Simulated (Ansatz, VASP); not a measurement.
**Two plane-wave programs on TiAl3**

```xyz
4
Lattice="-1.8735 1.8735 3.9395 1.8735 -1.8735 3.9395 1.8735 1.8735 -3.9395" Properties=species:S:1:pos:R:3 pbc="T T T"
Ti    0.0000    0.0000    0.0000
Al    0.0000    0.0000    3.9395
Al    0.0000    1.8735    1.9698
Al    1.8735    0.0000    1.9698
```

Alike in both runs: task single point; functional PBE; k mesh 16 × 16 × 16; occupations gaussian, width 0.1 eV; no spin polarisation.

|  | VASP | Ansatz |
| --- | --- | --- |
| version | VASP 6.6.1 | Ansatz 0.2.0 |
| potentials or method | VASP PAW PBE potentials, release 64 (Ti_sv, Al), cutoff 520 eV | scalar-relativistic, plane waves, PAW |
| valence electrons in the cell | 21 | 21 |

VASP gave:

- gap on the k mesh at the Fermi level (eV): none
- pressure (GPa): 20.1
- traceless stress, the component that is largest in VASP (GPa): 8.99

**Question.** Estimate Ansatz's values.

**Answer.** gap on the k mesh at the Fermi level (eV): none; pressure (GPa): 20.1; traceless stress, the component that is largest in VASP (GPa): 9.01.

A gap of «none» marks a metal or a gap that the smearing closes.
